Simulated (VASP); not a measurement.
# HfS4 (I4_1/amd) in VASP: a series of runs

Runs on HfS4. Level: LDA. Tasks: single point.

All numbers are computed with VASP 6.6.1; they aren't measurements. Logs are shortened: lines on timing, memory, paths and dates and some standing lists are left out, and cuts for length are marked.

## (1) The cell of the first run

It takes space group I4_1/amd (No. 141, tetragonal). The conventional cell has a = 7.726 Å, b = 7.726 Å, c = 6.984 Å, α = 90.00°, β = 90.00°, γ = 90.00°. Hf (site symmetry -4m2) has 8 S at 2.44 to 2.73 Å within 3.2 Å. S (site symmetry m) has 2 Hf at 2.44 to 2.73 Å and 8 S at 2.97 to 3.30 Å within 3.4 Å.

## (2) Single point, LDA

Contents of INCAR:

```
SYSTEM = HfS4
PREC = Accurate
ENCUT = 520
EDIFF = 1E-6
ISMEAR = -1
SIGMA = 0.1
LREAL = .False.
LASPH = .True.
NELM = 100
ALGO = Normal
ISIF = 2
LWAVE = .False.
LCHARG = .True.
GGA = CA
LELF = .True.
LVHAR = .True.
NBANDS = 45
```

Contents of KPOINTS:

```
Automatic mesh
0
Gamma
  4 4 4
  0 0 0
```

Contents of POSCAR:

```
HfS4
1.0
   -3.8631610000      3.8631610000      3.4918300000
    3.8631610000     -3.8631610000      3.4918300000
    3.8631610000      3.8631610000     -3.4918300000
Hf S
2 8
Direct
    0.1250000000      0.8750000000      0.2500000000
    0.8750000000      0.1250000000      0.7500000000
    0.3540000000      0.7960000000      0.5580000000
    0.7960000000      0.7380000000      0.4420000000
    0.7380000000      0.7960000000      0.9420000000
    0.7960000000      0.3540000000      0.0580000000
    0.6460000000      0.2040000000      0.4420000000
    0.2040000000      0.6460000000      0.9420000000
    0.2620000000      0.2040000000      0.0580000000
    0.2040000000      0.2620000000      0.5580000000
```

Potentials or basis: VASP PAW LDA potentials, release 64 (Hf_pv, S).

On the command line:

```bash
> cat potpaw_LDA.64/Hf_pv/POTCAR potpaw_LDA.64/S/POTCAR > POTCAR
> mpirun -np 1 vasp_std > vasp.out
```

OUTCAR:

```text
SYSTEM = HfS4
   PREC = Accurate
   ENCUT = 520
   EDIFF = 1E-6
   ISMEAR = -1
   LREAL = .False.
   LASPH = .True.
   NELM = 100
   ISIF = 2
   GGA = CA

 ion  position               nearest neighbor table
   1  0.125  0.875  0.250-   3 2.44   5 2.44   8 2.44  10 2.44   4 2.73   9 2.73   7 2.73   6 2.73

   2  0.875  0.125  0.750-   4 2.44   6 2.44   7 2.44   9 2.44   5 2.73   8 2.73  10 2.73   3 2.73

   3  0.354  0.796  0.558-   1 2.44   2 2.73
   4  0.796  0.738  0.442-   2 2.44   1 2.73
   5  0.738  0.796  0.942-   1 2.44   2 2.73
   6  0.796  0.354  0.058-   2 2.44   1 2.73
   7  0.646  0.204  0.442-   2 2.44   1 2.73
   8  0.204  0.646  0.942-   1 2.44   2 2.73
   9  0.262  0.204  0.058-   2 2.44   1 2.73
  10  0.204  0.262  0.558-   1 2.44   2 2.73

  LATTYP: Found a body centered tetragonal cell.
 ALAT       =     7.7263220000
 C/A-ratio  =     0.9038789737

  Lattice vectors:

 A1 = (  -3.8631610000,   3.8631610000,   3.4918300000)
 A2 = (   3.8631610000,  -3.8631610000,   3.4918300000)
 A3 = (   3.8631610000,   3.8631610000,  -3.4918300000)

Analysis of symmetry for initial positions (statically):
=====================================================================
 Subroutine PRICEL returns:
 Original cell was already a primitive cell.

 Routine SETGRP: Setting up the symmetry group for a
 body centered tetragonal supercell.

 Subroutine GETGRP returns: Found 16 space group operations
 (whereof  4 operations were pure point group operations)
 out of a pool of 16 trial point group operations.

The static configuration has the point symmetry C_2h.
 The point group associated with its full space group is D_4h.

Analysis of symmetry for dynamics (positions and initial velocities):
=====================================================================
 Subroutine PRICEL returns:
 Original cell was already a primitive cell.

 Routine SETGRP: Setting up the symmetry group for a
 body centered tetragonal supercell.

 Subroutine GETGRP returns: Found 16 space group operations
 (whereof  4 operations were pure point group operations)
 out of a pool of 16 trial point group operations.

The dynamic configuration has the point symmetry C_2h.
 The point group associated with its full space group is D_4h.

 Subroutine INISYM returns: Found 16 space group operations
 (whereof  4 operations are pure point group operations),
 and found     1 'primitive' translations

----------------------------------------------------------------------------------------

                                     Primitive cell

  volume of cell :     208.4485

  direct lattice vectors                    reciprocal lattice vectors
    -3.863161000  3.863161000  3.491830000     0.000000000  0.129427689  0.143191392
     3.863161000 -3.863161000  3.491830000     0.129427689  0.000000000  0.143191392
     3.863161000  3.863161000 -3.491830000     0.129427689  0.129427689  0.000000000

  length of vectors
     6.483895632  6.483895632  6.483895632     0.193016325  0.193016325  0.183038393

  position of ions in fractional coordinates (direct lattice)
     0.125000000  0.875000000  0.250000000
     0.875000000  0.125000000  0.750000000
     0.354000000  0.796000000  0.558000000
     0.796000000  0.738000000  0.442000000
     0.738000000  0.796000000  0.942000000
     0.796000000  0.354000000  0.058000000
     0.646000000  0.204000000  0.442000000
     0.204000000  0.646000000  0.942000000
     0.262000000  0.204000000  0.058000000
     0.204000000  0.262000000  0.558000000

  ion indices of the primitive-cell ions
   primitive index   ion index
                 1           1
                 2           2
                 3           3
                 4           4
                 5           5
                 6           6
                 7           7
                 8           8
                 9           9
                10          10

----------------------------------------------------------------------------------------

 KPOINTS: Automatic mesh

Automatic generation of k-mesh.
 Grid dimensions read from file:
 generate k-points for:    4    4    4

 Generating k-lattice:

  Cartesian coordinates                     Fractional coordinates (reciprocal lattice)
     0.000000000  0.032356922  0.035797848     0.250000000  0.000000000  0.000000000
     0.032356922  0.000000000  0.035797848     0.000000000  0.250000000  0.000000000
     0.032356922  0.032356922  0.000000000     0.000000000  0.000000000  0.250000000

  Length of vectors
     0.048254081  0.048254081  0.045759598

  Shift w.r.t. Gamma in fractional coordinates (k-lattice)
     0.000000000  0.000000000  0.000000000

 Subroutine IBZKPT returns following result:
 ===========================================

 Found     13 irreducible k-points:

 Following reciprocal coordinates:
            Coordinates               Weight
  0.000000  0.000000  0.000000      1.000000
  0.250000  0.000000 -0.000000      8.000000
  0.500000  0.000000 -0.000000      4.000000
  0.250000  0.250000 -0.000000      8.000000
  0.500000  0.250000 -0.000000     16.000000
 -0.250000  0.250000  0.000000      4.000000
  0.500000  0.500000 -0.000000      2.000000
  0.250000  0.250000  0.250000      2.000000
 -0.250000  0.250000  0.250000      4.000000
  0.500000  0.500000  0.250000      4.000000
 -0.250000  0.500000  0.250000      8.000000
 -0.250000 -0.250000  0.250000      2.000000
  0.500000  0.500000  0.500000      1.000000
   k-points           NKPTS =     13   k-points in BZ     NKDIM =     13   number of bands    NBANDS=     45
   number of dos      NEDOS =    301   number of ions     NIONS =     10
   total plane-waves  NPLWV = 110592
   dimension x,y,z NGX =    48 NGY =   48 NGZ =   48
   dimension x,y,z NGXF=    96 NGYF=   96 NGZF=   96
   ions per type =               2   8
   NGX,Y,Z   is equivalent  to a cutoff of  12.31, 12.31, 12.31 a.u.
   NGXF,Y,Z  is equivalent  to a cutoff of  24.61, 24.61, 24.61 a.u.
 SYSTEM =  HfS4
   PREC   = accura    normal or accurate (medium, high low for compatibility)
   ISTART =      0    job   : 0-new  1-cont  2-samecut
   ICHARG =      2    charge: 1-file 2-atom 10-const
   ISPIN  =      1    spin polarized calculation?
   LNONCOLLINEAR =      F non collinear calculations
   LSORBIT =      F    spin-orbit coupling
   LASPH  =      T    aspherical Exc in radial PAW
   ENCUT  =  520.0 eV  38.22 Ry    6.18 a.u.  12.06 12.06 12.06*2*pi/ulx,y,z
   NELM   =    100;   NELMIN=  2; NELMDL= -5     # of ELM steps
   EDIFF  = 0.1E-05   stopping-criterion for ELM
   LREAL  =      F    real-space projection
   EDIFFG = 0.1E-04   stopping-criterion for IOM
   NSW    =      0    number of steps for IOM
   IBRION =     -1    ionic relax: 0-MD 1-quasi-New 2-CG
   NFREE  =      0    steps in history (QN), initial steepest desc. (CG)
   ISIF   =      2    stress and relaxation
   ISYM   =      2    0-nonsym 1-usesym 2-fastsym
   POTIM  = 0.5000    time-step for ionic-motion
   TEBEG  =    0.0;   TEEND  =   0.0 temperature during run
   PSTRESS=    0.0 pullay stress
   NELECT =      68.0000    total number of electrons
   NUPDOWN=      -1.0000    fix difference up-down
   EMIN   =  10.00;   EMAX   =-10.00  energy-range for DOS
   EFERMI =   0.00;   METHOD = LEGACY
   ISMEAR =    -1;   SIGMA  =   0.10  broadening in eV -4-tet -1-fermi 0-gaus
   EFERMI_NEDOS =   21; number of points for ismear=-14 and -15
   IALGO  =     38    algorithm
   IMIX   =      4    mixing-type and parameters
     AMIX     =   0.40;   BMIX     =  1.00
     AMIX_MAG =   1.60;   BMIX_MAG =  1.00
  volume/ion in A,a.u.               =      20.84       140.67
  Fermi-wavevector in a.u.,A,eV,Ry     =   1.126968  2.129661 17.280172  1.270057
  Thomas-Fermi vector in A             =   2.263652
   LORBIT       =      0    0 simple, 1 ext, 2 COOP (PROOUT), +10 PAW based schemes
   GGA     = CA    functional components
   LHFCALC =     F    Hartree Fock is set to
   AEXX    =    0.0000 exact exchange contribution
   IVDW    =     0    specifies the selected vdW correction
   LEPSILON=     F    determine dielectric tensor
   LRPA    =     F    only Hartree local field effects (RPA)
 non-spin polarized calculation
  energy-cutoff  :      520.00
  volume of cell :      208.45
 maximum number of plane-waves:      5664
   NGX = 25   NGY = 25   NGZ = 25

 number of electron      67.9999998 magnetization

 Free energy of the ion-electron system (eV)
  ---------------------------------------------------
  ext. energy  EPLUGINS =         0.00000000
  ---------------------------------------------------
  free energy    TOTEN  =       -61.75364814 eV

  energy without entropy =      -61.39565567  energy(sigma->0) =      -61.57465190

 E-fermi :   3.5164     XC(G=0): -10.2264

 val. band max:        3.4776400445   @ k =   0.2500   0.2500  -0.0000
 cond. band min:       3.5422845745   @ k =  -0.2500   0.2500   0.2500
 fundamental gap:      0.0646445300
 Fermi energy:         3.5164227003

 k-point     1 :       0.0000    0.0000    0.0000
  band No.  band energies     occupation
      1     -26.4137      2.00000
      2     -26.4124      2.00000
      3     -26.4090      2.00000
      4     -26.4090      2.00000
      5     -26.3782      2.00000
      6     -26.3782      2.00000
[... 37 lines left out ...]
     44       8.3538      0.00000
     45       8.9561      0.00000

 k-point     2 :       0.2500    0.0000   -0.0000
  band No.  band energies     occupation
      1     -26.4158      2.00000
      2     -26.4146      2.00000
      3     -26.4096      2.00000
      4     -26.4013      2.00000
      5     -26.3816      2.00000
      6     -26.3777      2.00000
[... 520 lines left out ...]
 k-point    13 :       0.5000    0.5000    0.5000
  band No.  band energies     occupation
      1     -26.4131      2.00000
      2     -26.4131      2.00000
      3     -26.4113      2.00000
      4     -26.4113      2.00000
      5     -26.3761      2.00000
      6     -26.3761      2.00000
[... 37 lines left out ...]
     44       8.2422      0.00000
     45       9.0865      0.00000

------------------------ aborting loop because EDIFF is reached ----------------------------------------

  FORCE on cell =-STRESS in cart. coord.  units (eV):
  Direction    XX          YY          ZZ          XY          YZ          ZX
  --------------------------------------------------------------------------------------
  -------------------------------------------------------------------------------------
  Total        0.5900078      0.5900078    -18.5652304      0.0000000      0.0000000      0.0000000
  in kB        4.5349197      4.5349197   -142.6961405      0.0000000      0.0000000      0.0000000
  external PRESSURE =     -44.5421003 kB  Pullay stress =       0.0000000 kB

 VOLUME and BASIS-vectors are now :
 -----------------------------------------------------------------------------
  energy-cutoff  :      520.00
  volume of cell :      208.45
      direct lattice vectors                 reciprocal lattice vectors
    -3.863161000  3.863161000  3.491830000     0.000000000  0.129427689  0.143191392
     3.863161000 -3.863161000  3.491830000     0.129427689  0.000000000  0.143191392
     3.863161000  3.863161000 -3.491830000     0.129427689  0.129427689  0.000000000

 POSITION                                       TOTAL-FORCE (eV/Angst)
 -----------------------------------------------------------------------------------
      3.86316     -1.93158      2.61887         0.000000     -0.000000     -0.000000
     -0.00000      5.79474      0.87296         0.000000     -0.000000     -0.000000
      3.86316      0.44813      2.06716         0.000000      0.455313      0.071793
      1.48345      1.93158      3.81308        -0.455313     -0.000000      0.071793
      3.86316      3.41503      2.06716         0.000000     -0.455313      0.071793
     -1.48345      1.93158      3.81308         0.455313     -0.000000      0.071793
      0.00000      3.41503      1.42467         0.000000     -0.455313     -0.071793
      5.34661      1.93158     -0.32125        -0.455313      0.000000     -0.071793
     -0.00000      0.44813      1.42467         0.000000      0.455313     -0.071793
      2.37971      1.93158     -0.32125         0.455313      0.000000     -0.071793
 -----------------------------------------------------------------------------------
    total drift:                               -0.000000     -0.000000      0.000000

  FREE ENERGIE OF THE ION-ELECTRON SYSTEM (eV)
  ---------------------------------------------------
  free  energy   TOTEN  =       -61.7536481388 eV

  energy  without entropy=      -61.3956556652  energy(sigma->0) =      -61.57465190
```

Wall time 70 s (1 thread of Intel Xeon 6975P-C (Granite Rapids), shared host); peak memory 0.3 GiB.

What came out:

```
Free energy            : -61.7536 eV
Pressure               : -4.5 GPa
Largest force          : 0.461 eV/Å
Band gap on the k mesh : zero (bands 34 and 35 overlap by 0.99 eV)
```

Forces in eV/Å, atoms in the order of the input:
```
Hf   0.000  0.000  0.000
Hf   0.000  0.000  0.000
S    0.000  0.455  0.072
S   -0.455  0.000  0.072
S    0.000 -0.455  0.072
S    0.455  0.000  0.072
S    0.000 -0.455 -0.072
S   -0.455  0.000 -0.072
S    0.000  0.455 -0.072
S    0.455  0.000 -0.072
```

Caveat: the cell stands under tension; spin-orbit coupling is left out, which moves the levels of the heavy elements.

## (3) Single point, LDA

Contents of INCAR:

```
  PREC = Accurate
  ENCUT = 520
  EDIFF = 1E-6
  ISMEAR = -1
  SIGMA = 0.001
  LREAL = F
  LASPH = T
  NELM = 60
  ALGO = Normal
  ISIF = 2
  LWAVE = F
  LCHARG = T
  LELF = T
  LVHAR = T
  ISYM = 0
  NBANDS = 45
```

Contents of KPOINTS:

```
Automatic mesh
0
Gamma
  4 4 4
```

POSCAR is that of step 2.

Potentials or basis: VASP PAW LDA potentials, release 64 (Hf_pv, S).

On the command line:

```bash
> cat potpaw_LDA.64/Hf_pv/POTCAR potpaw_LDA.64/S/POTCAR > POTCAR
> mpirun -np 1 vasp_std > vasp.out
```

OUTCAR:

```text
PREC = Accurate
   ENCUT = 520
   EDIFF = 1E-6
   ISMEAR = -1
   LREAL = F
   LASPH = T
   NELM = 60
   ISIF = 2
   ISYM = 0

 ion  position               nearest neighbor table
   1  0.125  0.875  0.250-   3 2.44   5 2.44   8 2.44  10 2.44   4 2.73   9 2.73   7 2.73   6 2.73

   2  0.875  0.125  0.750-   4 2.44   6 2.44   7 2.44   9 2.44   5 2.73   8 2.73  10 2.73   3 2.73

   3  0.354  0.796  0.558-   1 2.44   2 2.73
   4  0.796  0.738  0.442-   2 2.44   1 2.73
   5  0.738  0.796  0.942-   1 2.44   2 2.73
   6  0.796  0.354  0.058-   2 2.44   1 2.73
   7  0.646  0.204  0.442-   2 2.44   1 2.73
   8  0.204  0.646  0.942-   1 2.44   2 2.73
   9  0.262  0.204  0.058-   2 2.44   1 2.73
  10  0.204  0.262  0.558-   1 2.44   2 2.73

IMPORTANT INFORMATION: All symmetrisations will be switched off!
NOSYMM: (Re-)initialisation of all symmetry stuff for point group C_1.

----------------------------------------------------------------------------------------

                                     Primitive cell
[... 165 lines left out ...]
      3     -26.4052      2.00000
      4     -26.4052      2.00000
      5     -26.3744      2.00000
      6     -26.3744      2.00000
[... 1141 lines left out ...]
     44       7.4257      0.00000
     45       9.0080      0.00000

 [... further k-points ...]

------------------------ aborting loop because EDIFF is reached ----------------------------------------

  FORCE on cell =-STRESS in cart. coord.  units (eV):
  Direction    XX          YY          ZZ          XY          YZ          ZX
  --------------------------------------------------------------------------------------
  -------------------------------------------------------------------------------------
  Total        0.3562230      0.3569153    -18.6453835      0.0000128      0.0003503      0.0000277
  in kB        2.7380029      2.7433239   -143.3122130      0.0000982      0.0026928      0.0002131
  external PRESSURE =     -45.9436288 kB  Pullay stress =       0.0000000 kB

 VOLUME and BASIS-vectors are now :
 -----------------------------------------------------------------------------
  energy-cutoff  :      520.00
  volume of cell :      208.45
      direct lattice vectors                 reciprocal lattice vectors
    -3.863161000  3.863161000  3.491830000     0.000000000  0.129427689  0.143191392
     3.863161000 -3.863161000  3.491830000     0.129427689  0.000000000  0.143191392
     3.863161000  3.863161000 -3.491830000     0.129427689  0.129427689  0.000000000

 POSITION                                       TOTAL-FORCE (eV/Angst)
 -----------------------------------------------------------------------------------
      3.86316     -1.93158      2.61887         0.000027     -0.000261      0.000064
     -0.00000      5.79474      0.87296        -0.000005      0.000143      0.000092
      3.86316      0.44813      2.06716        -0.000000      0.399501      0.063917
      1.48345      1.93158      3.81308        -0.399502      0.000009      0.063870
      3.86316      3.41503      2.06716         0.000000     -0.399421      0.063911
     -1.48345      1.93158      3.81308         0.399498      0.000009      0.063880
      0.00000      3.41503      1.42467        -0.000003     -0.399475     -0.063955
      5.34661      1.93158     -0.32125        -0.399453      0.000006     -0.063937
     -0.00000      0.44813      1.42467        -0.000003      0.399486     -0.063902
      2.37971      1.93158     -0.32125         0.399442      0.000005     -0.063940
 -----------------------------------------------------------------------------------
    total drift:                                0.000005     -0.000000      0.000036

  FREE ENERGIE OF THE ION-ELECTRON SYSTEM (eV)
  ---------------------------------------------------
  free  energy   TOTEN  =       -61.5539222817 eV

  energy  without entropy=      -61.5538074313  energy(sigma->0) =      -61.55386486
```

It took 3.2 min on 1 thread of Intel Xeon 6975P-C (Granite Rapids), shared host; peak memory 0.4 GiB.

Results:

```
Free energy            : -61.5539 eV
Pressure               : -4.6 GPa
Largest force          : 0.405 eV/Å
Band gap on the k mesh : zero (bands 34 and 35 overlap by 0.99 eV)
```

Forces on the atoms (eV/Å):
```
Hf   0.000  0.000  0.000
Hf   0.000  0.000  0.000
S    0.000  0.400  0.064
S   -0.400  0.000  0.064
S    0.000 -0.399  0.064
S    0.399  0.000  0.064
S    0.000 -0.399 -0.064
S   -0.399  0.000 -0.064
S    0.000  0.399 -0.064
S    0.399  0.000 -0.064
```

Stress tensor (GPa, compression positive):
```
  0.27   0.00   0.00
  0.00   0.27   0.00
  0.00   0.00 -14.33
```

Levels at points of the mesh, in eV from the Fermi level:
```
           k point  band 31  band 32  band 33  band 34  band 35  band 36  band 37  band 38
(0.00, 0.00, 0.00)    -0.13    -0.13    -0.11    -0.11     0.76     0.91     0.91     1.27
(0.50, 0.00, 0.00)    -0.85    -0.22     0.04     0.10     0.18     0.20     0.23     0.68
(0.50, 0.00, 0.50)    -0.85    -0.22     0.04     0.10     0.18     0.20     0.23     0.68
(0.00, 0.50, 0.50)    -0.85    -0.22     0.04     0.10     0.18     0.20     0.23     0.68
(0.00, 0.50, 0.00)    -0.85    -0.22     0.04     0.10     0.18     0.20     0.23     0.68
(0.50, 0.50, 0.00)    -0.60    -0.60    -0.43    -0.43     0.01     0.01     0.74     0.74
(0.00, 0.00, 0.50)    -0.60    -0.60    -0.43    -0.43     0.01     0.01     0.74     0.74
(0.50, 0.50, 0.50)    -0.89    -0.89    -0.74    -0.74    -0.73    -0.73     0.42     0.42
```

Caveat: the cell stands under tension; spin-orbit coupling is left out, which moves the levels of the heavy elements.
